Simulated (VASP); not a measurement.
# HfO2 in VASP: further runs

HfO2 is run at these levels: PBEsol; tasks: single point, relaxation of the atoms.

Program: VASP 6.6.1. These are calculated values, not measurements. Logs are shortened: lines on timing, memory, paths and dates and some standing lists are left out, and cuts for length are marked.

### Step 1. The cell of the first run

It takes space group C2/c (No. 15, monoclinic). The conventional cell has a = 5.044 Å, b = 5.044 Å, c = 5.044 Å, α = 90.00°, β = 90.00°, γ = 90.00°. Within 2.8 Å of Hf (site symmetry 2) lie 8 O at 2.08 to 2.29 Å. Within 2.8 Å of O (site symmetry 1) lie 4 Hf at 2.08 to 2.29 Å and 6 O at 2.52 to 2.54 Å.

### Step 2. Single point, PBEsol (mode 1 frozen in at -0.162 Å and mode 5 at -0.024 Å (largest displacements))

File INCAR:

```
SYSTEM = HfO2
PREC = Accurate
ENCUT = 520
EDIFF = 1E-6
ISMEAR = 0
SIGMA = 0.05
LREAL = .FALSE.
LASPH = .TRUE.
NELM = 80
ALGO = Normal
ISIF = 2
LWAVE = .FALSE.
LCHARG = .TRUE.
GGA = PS
LELF = .TRUE.
LVHAR = .TRUE.
NBANDS = 31
```

File KPOINTS:

```
regular mesh
0
G
  6 6 6
  0 0 0
```

File POSCAR:

```
HfO2
1.0
    0.0000000000     -2.5220673945     -2.5220673945
    0.0000000000      2.5220673945     -2.5220673945
    5.0441347890      0.0000000000      0.0000000000
Hf O
2 4
Direct
    0.0047976513     -0.0047976513      0.0000000000
    0.4952023487      0.5047976513      0.5000000000
   -0.0001908559      0.4998091441      0.7179627911
    0.5001908559      0.0001908559      0.2820372089
   -0.0001908559      0.4998091441      0.2179627911
    0.5001908559      0.0001908559      0.7820372089
```

Potentials or basis: VASP PAW PBE potentials, release 64 (Hf_pv, O).

Started as:

```bash
$ cat potpaw_PBE.64/Hf_pv/POTCAR potpaw_PBE.64/O/POTCAR > POTCAR
$ mpirun -np 1 vasp_std > vasp.out
```

OUTCAR:

```text
SYSTEM = HfO2
   PREC = Accurate
   ENCUT = 520
   EDIFF = 1E-6
   ISMEAR = 0
   LREAL = .FALSE.
   LASPH = .TRUE.
   NELM = 80
   ISIF = 2
   GGA = PS

 ion  position               nearest neighbor table
   1  0.005  0.995  0.000-   5 2.08   6 2.08   5 2.11   6 2.11   4 2.27   3 2.27   4 2.29   3 2.29
                             2 3.53   2 3.53   2 3.57   2 3.57   2 3.57   2 3.57   2 3.60   2 3.60
   2  0.495  0.505  0.500-   3 2.08   4 2.08   3 2.11   4 2.11   6 2.27   5 2.27   5 2.29   6 2.29
                             1 3.53   1 3.53   1 3.57   1 3.57   1 3.57   1 3.57   1 3.60   1 3.60
   3  1.000  0.500  0.718-   2 2.08   2 2.11   1 2.27   1 2.29
   4  0.500  0.000  0.282-   2 2.08   2 2.11   1 2.27   1 2.29
   5  1.000  0.500  0.218-   1 2.08   1 2.11   2 2.27   2 2.29
   6  0.500  0.000  0.782-   1 2.08   1 2.11   2 2.27   2 2.29

  LATTYP: Found a simple tetragonal cell.
 ALAT       =     3.5667419145
 C/A-ratio  =     1.4142135624

  Lattice vectors:

 A1 = (   0.0000000000,  -2.5220673945,  -2.5220673945)
 A2 = (   0.0000000000,   2.5220673945,  -2.5220673945)
 A3 = (   5.0441347890,   0.0000000000,   0.0000000000)

Analysis of symmetry for initial positions (statically):
=====================================================================
 Subroutine PRICEL returns:
 Original cell was already a primitive cell.

 Routine SETGRP: Setting up the symmetry group for a
 simple tetragonal supercell.

 Subroutine GETGRP returns: Found  4 space group operations
 (whereof  2 operations were pure point group operations)
 out of a pool of 16 trial point group operations.

The static configuration has the point symmetry C_2 .
 The point group associated with its full space group is C_2h.

Analysis of symmetry for dynamics (positions and initial velocities):
=====================================================================
 Subroutine PRICEL returns:
 Original cell was already a primitive cell.

 Routine SETGRP: Setting up the symmetry group for a
 simple tetragonal supercell.

 Subroutine GETGRP returns: Found  4 space group operations
 (whereof  2 operations were pure point group operations)
 out of a pool of 16 trial point group operations.

The dynamic configuration has the point symmetry C_2 .
 The point group associated with its full space group is C_2h.

 Subroutine INISYM returns: Found  4 space group operations
 (whereof  2 operations are pure point group operations),
 and found     1 'primitive' translations

----------------------------------------------------------------------------------------

                                     Primitive cell

  volume of cell :      64.1697

  direct lattice vectors                    reciprocal lattice vectors
     0.000000000 -2.522067395 -2.522067395     0.000000000 -0.198250055 -0.198250055
     0.000000000  2.522067395 -2.522067395     0.000000000  0.198250055 -0.198250055
     5.044134789  0.000000000  0.000000000     0.198250055  0.000000000  0.000000000

  length of vectors
     3.566741915  3.566741915  5.044134789     0.280367917  0.280367917  0.198250055

  position of ions in fractional coordinates (direct lattice)
     0.004797651  0.995202349  0.000000000
     0.495202349  0.504797651  0.500000000
     0.999809144  0.499809144  0.717962791
     0.500190856  0.000190856  0.282037209
     0.999809144  0.499809144  0.217962791
     0.500190856  0.000190856  0.782037209

  ion indices of the primitive-cell ions
   primitive index   ion index
                 1           1
                 2           2
                 3           3
                 4           4
                 5           5
                 6           6

----------------------------------------------------------------------------------------

 KPOINTS: regular mesh

Automatic generation of k-mesh.
 Grid dimensions read from file:
 generate k-points for:    6    6    6

 Generating k-lattice:

  Cartesian coordinates                     Fractional coordinates (reciprocal lattice)
[... 55 lines left out ...]
      4     -25.3202      2.00000
      5     -25.2771      2.00000
      6     -25.2395      2.00000
[... 23 lines left out ...]
     30      12.7437      0.00000
     31      14.0913      0.00000

 k-point     3 :       0.3333    0.0000    0.0000
  band No.  band energies     occupation
      1     -25.5974      2.00000
      2     -25.5552      2.00000
      3     -25.4894      2.00000
      4     -25.3402      2.00000
      5     -25.3253      2.00000
      6     -25.2575      2.00000
[... 23 lines left out ...]
     30      12.9001      0.00000
     31      13.0451      0.00000

 k-point     4 :       0.5000    0.0000    0.0000
  band No.  band energies     occupation
      1     -25.5970      2.00000
      2     -25.5962      2.00000
      3     -25.4658      2.00000
      4     -25.4381      2.00000
      5     -25.2921      2.00000
      6     -25.2841      2.00000
[... 23 lines left out ...]
     30      12.5564      0.00000
     31      13.5649      0.00000

 k-point     5 :       0.1667    0.1667    0.0000
  band No.  band energies     occupation
      1     -25.6688      2.00000
      2     -25.4708      2.00000
      3     -25.3763      2.00000
      4     -25.3758      2.00000
      5     -25.2902      2.00000
      6     -25.2714      2.00000
[... 23 lines left out ...]
     30      12.6177      0.00000
     31      13.7845      0.00000
[... 542 lines left out ...]
     30      12.7382      0.00000
     31      13.6498      0.00000

 k-point    22 :      -0.1667   -0.1667    0.1667
  band No.  band energies     occupation
      1     -25.6564      2.00000
      2     -25.4583      2.00000
      3     -25.4208      2.00000
      4     -25.3653      2.00000
      5     -25.2833      2.00000
      6     -25.2717      2.00000
[... 23 lines left out ...]
     30      12.7378      0.00000
     31      13.6716      0.00000

 k-point    23 :       0.3333    0.1667    0.1667
  band No.  band energies     occupation
      1     -25.6275      2.00000
      2     -25.5526      2.00000
      3     -25.5096      2.00000
      4     -25.3485      2.00000
      5     -25.3261      2.00000
      6     -25.3072      2.00000
[... 23 lines left out ...]
     30      12.7918      0.00000
     31      13.2695      0.00000

 k-point    24 :      -0.1667    0.3333    0.1667
  band No.  band energies     occupation
      1     -25.6286      2.00000
      2     -25.5543      2.00000
      3     -25.5052      2.00000
      4     -25.3533      2.00000
      5     -25.3227      2.00000
      6     -25.3075      2.00000
[... 23 lines left out ...]
     30      12.8284      0.00000
     31      13.2379      0.00000

 [... further k-points ...]

------------------------ aborting loop because EDIFF is reached ----------------------------------------

  FORCE on cell =-STRESS in cart. coord.  units (eV):
  Direction    XX          YY          ZZ          XY          YZ          ZX
  --------------------------------------------------------------------------------------
  -------------------------------------------------------------------------------------
  Total        0.7584287     -1.0735335     -1.0848142      0.0000000      0.0000000      0.4100032
  in kB       18.9363074    -26.8037847    -27.0854409      0.0000000      0.0000000     10.2368839
  external PRESSURE =     -11.6509727 kB  Pullay stress =       0.0000000 kB

 VOLUME and BASIS-vectors are now :
 -----------------------------------------------------------------------------
  energy-cutoff  :      520.00
  volume of cell :       64.17
      direct lattice vectors                 reciprocal lattice vectors
     0.000000000 -2.522067395 -2.522067395     0.000000000 -0.198250055 -0.198250055
     0.000000000  2.522067395 -2.522067395     0.000000000  0.198250055 -0.198250055
     5.044134789  0.000000000  0.000000000     0.198250055  0.000000000  0.000000000

 POSITION                                       TOTAL-FORCE (eV/Angst)
 -----------------------------------------------------------------------------------
      0.00000      2.49787     -2.52207         0.000000      0.204436      0.000000
      2.52207      0.02420     -2.52207         0.000000     -0.204436      0.000000
      3.62150     -1.26103     -3.78214        -0.173211      0.094071      0.017660
      1.42263     -1.26103     -1.26200         0.173211      0.094071     -0.017660
      1.09943     -1.26103     -3.78214        -0.173211     -0.094071      0.017660
      3.94470     -1.26103     -1.26200         0.173211     -0.094071     -0.017660
 -----------------------------------------------------------------------------------
    total drift:                                0.000000      0.000000      0.000000

  FREE ENERGIE OF THE ION-ELECTRON SYSTEM (eV)
  ---------------------------------------------------
  free  energy   TOTEN  =       -63.3624839574 eV

  energy  without entropy=      -63.3624839574  energy(sigma->0) =      -63.36248396
```

It took 64 s on 1 thread of Intel Xeon 6975P-C (Granite Rapids), shared host; peak memory 0.25 GiB.

What came out:

- Free energy: -63.3625 eV
- Pressure: -1.2 GPa
- Largest force: 0.204 eV/Å
- Band gap on the k mesh: 4.29 eV, indirect (least direct gap 4.37 eV)

Forces in eV/Å, atoms in the order of the input:
```
Hf   0.000  0.204  0.000
Hf   0.000 -0.204  0.000
O   -0.173  0.094  0.018
O    0.173  0.094 -0.018
O   -0.173 -0.094  0.018
O    0.173 -0.094 -0.018
```

Stress tensor (GPa, compression positive):
```
 1.89  0.00  1.02
 0.00 -2.68  0.00
 1.02  0.00 -2.71
```

Caveat: the cell differs from its parent crystal (mode 1 frozen in at -0.162 Å and mode 5 at -0.024 Å (largest displacements)); the PAW data sets were made with another functional, which shifts forces and pressure a little; spin-orbit coupling is left out, which moves the levels of the heavy elements.

### Step 3. Relaxation of the atoms, PBEsol

File INCAR:

```
SYSTEM = HfO2
ALGO = Normal ; EDIFF = 1E-6
EDIFFG = -0.01 ; ENCUT = 520
GGA = PS ; IBRION = 2
ISIF = 2 ; ISMEAR = 0
LASPH = .TRUE. ; LCHARG = .FALSE.
LREAL = .FALSE. ; LWAVE = .FALSE.
NELM = 100 ; NSW = 70
PREC = Accurate ; SIGMA = 0.05
```

File KPOINTS:

```
k-points
0
G
  6 6 6
  0 0 0
```

File POSCAR:

```
HfO2
1.0
    0.0000000000     -2.5220673945     -2.5220673945
    0.0000000000      2.5220673945     -2.5220673945
    5.0441347890      0.0000000000      0.0000000000
Hf O
2 4
Direct
    0.0000000000      0.0000000000      0.0000000000
    0.5000000000      0.5000000000      0.5000000000
    0.0000000000      0.5000000000      0.7019441866
    0.5000000000      0.0000000000      0.2980558134
    0.0000000000      0.5000000000      0.2019441866
    0.5000000000      0.0000000000      0.7980558134
```

Potentials or basis: VASP PAW PBE potentials, release 64 (Hf_pv, O).

Started as:

```bash
$ cat potpaw_PBE.64/Hf_pv/POTCAR potpaw_PBE.64/O/POTCAR > POTCAR
$ mpirun -np 1 vasp_std > vasp.out
```

It took 93 s on 1 thread of Intel Xeon Platinum 8375C at 2.90GHz (Ice Lake), shared host; peak memory 0.21 GiB.

Results (log left out):

* Free energy: -63.3897 eV
* Energy gained by relaxing: 0.9 meV/atom
* Ionic steps: 3
* Pressure after relaxing: 1.0 GPa
* Largest force after relaxing: 0.010 eV/Å
* Band gap on the k mesh: 4.39 eV, indirect (least direct gap 4.45 eV)

Forces in eV/Å, atoms in the order of the input:
```
Hf   0.000  0.000  0.000
Hf   0.000  0.000  0.000
O    0.010  0.000  0.000
O   -0.010  0.000  0.000
O    0.010  0.000  0.000
O   -0.010  0.000  0.000
```

Stress tensor (GPa, compression positive):
```
 5.75  0.00  0.00
 0.00 -1.37  0.00
 0.00  0.00 -1.37
```

The path:
| step | energy change (eV) | largest force (eV/Å) | pressure (GPa) |
| --- | --- | --- | --- |
| 1 | 0.0000 | 0.1189 | 2.11 |
| 2 | -0.0024 | 0.0893 | 1.81 |
| 3 | -0.0057 | 0.0095 | 1.00 |

Final structure:
```
Hf O
1.0
     0.00000   -2.52207   -2.52207
     0.00000    2.52207   -2.52207
     5.04413    0.00000    0.00000
Hf O
2 4
Cartesian
  0.0000 0.0000 0.0000
  2.5221 0.0000 -2.5221
  3.5636 1.2610 -1.2610
  1.4805 -1.2610 -1.2610
  1.0416 1.2610 -1.2610
  4.0026 -1.2610 -1.2610
```

Levels at points of the mesh, in eV from the valence-band top:
| k point | band 19 | band 20 | band 21 | band 22 | band 23 | band 24 | band 25 | band 26 |
| --- | --- | --- | --- | --- | --- | --- | --- | --- |
| (0.00, 0.00, 0.00) | -0.37 | -0.27 | -0.27 | -0.06 | 4.39 | 4.43 | 5.47 | 6.07 |
| (0.50, 0.00, 0.00) | -1.61 | -1.61 | -0.12 | -0.12 | 4.82 | 4.82 | 5.98 | 5.98 |
| (0.50, 0.50, 0.00) | -0.82 | -0.82 | -0.43 | -0.43 | 5.20 | 5.20 | 6.08 | 6.08 |
| (0.00, 0.00, 0.50) | -0.66 | -0.66 | -0.17 | -0.17 | 5.13 | 5.13 | 5.44 | 5.44 |
| (0.50, 0.00, 0.50) | -1.51 | -1.51 | -1.19 | -1.19 | 5.08 | 5.08 | 5.40 | 5.40 |
| (0.50, 0.50, 0.50) | -1.51 | -1.51 | -0.13 | -0.13 | 5.73 | 5.73 | 6.02 | 6.02 |

Caveat: the PAW data sets were made with another functional, which shifts forces and pressure a little; spin-orbit coupling is left out, which moves the levels of the heavy elements. A k mesh can miss the band edges.

### Step 4. Single point, PBEsol (mode 1 frozen in at -0.404 Å and mode 5 at -0.024 Å (largest displacements))

File INCAR:

```
SYSTEM = HfO2
PREC     = Accurate       ! precision mode
ENCUT    = 520            ! plane-wave cutoff, eV
EDIFF    = 1E-6           ! SCF threshold, eV
ISMEAR   = 0              ! smearing method
SIGMA    = 0.05           ! smearing width, eV
LREAL    = .False.        ! projectors in reciprocal space
LASPH    = .True.         ! aspherical terms in the spheres
NELM     = 80             ! most SCF steps
ALGO     = Normal         ! electronic algorithm
ISIF     = 2              ! what is computed and relaxed
LWAVE    = .False.        ! write WAVECAR
LCHARG   = .False.        ! write CHGCAR
GGA      = PS             ! functional
NBANDS   = 31             ! bands
```

File KPOINTS:

```
regular mesh
0
Gamma
  6 6 6
  0 0 0
```

File POSCAR:

```
HfO2
1.0
    0.0000000000     -2.5220673945     -2.5220673945
    0.0000000000      2.5220673945     -2.5220673945
    5.0441347890      0.0000000000      0.0000000000
Hf O
2 4
Direct
    0.0047976513     -0.0047976513      0.0000000000
    0.4952023487      0.5047976513      0.5000000000
   -0.0001908559      0.4998091441      0.6699069777
    0.5001908559      0.0001908559      0.3300930223
   -0.0001908559      0.4998091441      0.1699069777
    0.5001908559      0.0001908559      0.8300930223
```

Started as:

```bash
$ cat potpaw_PBE.64/Hf_pv/POTCAR potpaw_PBE.64/O/POTCAR > POTCAR
$ mpirun -np 1 vasp_std > vasp.out
```

Wall time 3.4 min (1 thread of AMD EPYC 7R43 (Zen 3), shared host); peak memory 0.21 GiB.

Results (log left out):

* Free energy: -62.9344 eV
* Pressure: 13.5 GPa
* Largest force: 1.387 eV/Å
* Band gap on the k mesh: 4.30 eV, indirect (least direct gap 4.46 eV)

Forces in eV/Å, atoms in the order of the input:
```
Hf   0.000  0.443  0.000
Hf   0.000 -0.443  0.000
O    1.357  0.241  0.152
O   -1.357  0.241 -0.152
O    1.357 -0.241  0.152
O   -1.357 -0.241 -0.152
```

Stress tensor (GPa, compression positive):
```
19.98  0.00  2.46
 0.00 10.31  0.00
 2.46  0.00 10.33
```

Levels at points of the mesh, in eV from the valence-band top:
| k point | band 20 | band 21 | band 22 | band 23 | band 24 | band 25 |
| --- | --- | --- | --- | --- | --- | --- |
| (0.00, 0.00, 0.00) | -0.75 | -0.74 | -0.16 | 4.30 | 4.68 | 5.55 |
| (0.50, 0.00, 0.00) | -1.82 | -0.22 | -0.20 | 4.79 | 4.81 | 6.14 |
| (0.50, 0.50, 0.00) | -1.69 | -0.47 | -0.47 | 5.59 | 5.59 | 6.57 |
| (0.00, 0.00, 0.50) | -1.18 | -0.65 | -0.65 | 5.03 | 5.03 | 6.04 |
| (0.50, 0.00, 0.50) | -1.84 | -1.24 | -1.23 | 4.93 | 4.96 | 5.82 |
| (0.50, 0.50, 0.50) | -2.19 | -0.94 | -0.94 | 5.55 | 5.55 | 6.92 |

Caveat: the cell differs from its parent crystal (mode 1 frozen in at -0.404 Å and mode 5 at -0.024 Å (largest displacements)); the PAW data sets were made with another functional, which shifts forces and pressure a little; spin-orbit coupling is left out, which moves the levels of the heavy elements. A k mesh can miss the band edges.

### Step 5. Single point, PBEsol (mode 1 frozen in at -0.242 Å and mode 5 at -0.024 Å (largest displacements))

File INCAR:

```
SYSTEM = HfO2
  PREC = Accurate
  ENCUT = 520
  EDIFF = 1E-6
  ISMEAR = 0
  SIGMA = 0.05
  LREAL = .FALSE.
  LASPH = .TRUE.
  NELM = 100
  ALGO = Normal
  ISIF = 2
  LWAVE = .FALSE.
  LCHARG = .FALSE.
  GGA = PS
  NBANDS = 31
```

File KPOINTS:

```
regular mesh
0
G
  6 6 6
  0 0 0
```

File POSCAR:

```
HfO2
1.0
    0.0000000000     -2.5220673945     -2.5220673945
    0.0000000000      2.5220673945     -2.5220673945
    5.0441347890      0.0000000000      0.0000000000
Hf O
2 4
Direct
    0.0047976513     -0.0047976513      0.0000000000
    0.4952023487      0.5047976513      0.5000000000
   -0.0001908559      0.4998091441      0.7019441866
    0.5001908559      0.0001908559      0.2980558134
   -0.0001908559      0.4998091441      0.2019441866
    0.5001908559      0.0001908559      0.7980558134
```

Started as:

```bash
$ cat potpaw_PBE.64/Hf_pv/POTCAR potpaw_PBE.64/O/POTCAR > POTCAR
$ mpirun -np 1 vasp_std > vasp.out
```

Run time: 3.3 min. Hardware: 1 thread of AMD EPYC 7R43 (Zen 3), shared host; peak memory 0.21 GiB.

It converged, with:

| Item | Value |
| --- | --- |
| Free energy | -63.3776 eV |
| Pressure | 2.2 GPa |
| Largest force | 0.269 eV/Å |
| Band gap on the k mesh | 4.39 eV, indirect (least direct gap 4.46 eV) |

Forces on the atoms (eV/Å):
```
Hf   0.000  0.269  0.000
Hf   0.000 -0.269  0.000
O    0.124  0.142  0.051
O   -0.124  0.142 -0.051
O    0.124 -0.142  0.051
O   -0.124 -0.142 -0.051
```

Stress tensor (GPa, compression positive):
```
 7.54  0.00  1.53
 0.00 -0.48  0.00
 1.53  0.00 -0.49
```

Levels at points of the mesh, in eV from the valence-band top:
```csv
k point,band 18,band 19,band 20,band 21,band 22,band 23,band 24,band 25,band 26,band 27
"(0.00, 0.00, 0.00)",-1.45,-0.51,-0.32,-0.32,-0.07,4.39,4.46,5.58,6.07,6.51
"(0.50, 0.00, 0.00)",-2.43,-1.65,-1.61,-0.13,-0.12,4.81,4.82,5.93,6.09,7.55
"(0.50, 0.50, 0.00)",-1.36,-0.81,-0.78,-0.60,-0.58,5.34,5.34,6.10,6.10,7.20
"(0.00, 0.00, 0.50)",-2.86,-0.73,-0.73,-0.22,-0.22,5.13,5.13,5.51,5.51,8.54
"(0.50, 0.00, 0.50)",-2.17,-1.59,-1.53,-1.18,-1.18,5.05,5.07,5.42,5.48,7.52
"(0.50, 0.50, 0.50)",-2.08,-1.63,-1.63,-0.23,-0.23,5.72,5.72,6.14,6.14,7.37
```

Caveat: the cell differs from its parent crystal (mode 1 frozen in at -0.242 Å and mode 5 at -0.024 Å (largest displacements)); the PAW data sets were made with another functional, which shifts forces and pressure a little; spin-orbit coupling is left out, which moves the levels of the heavy elements. A k mesh can miss the band edges.
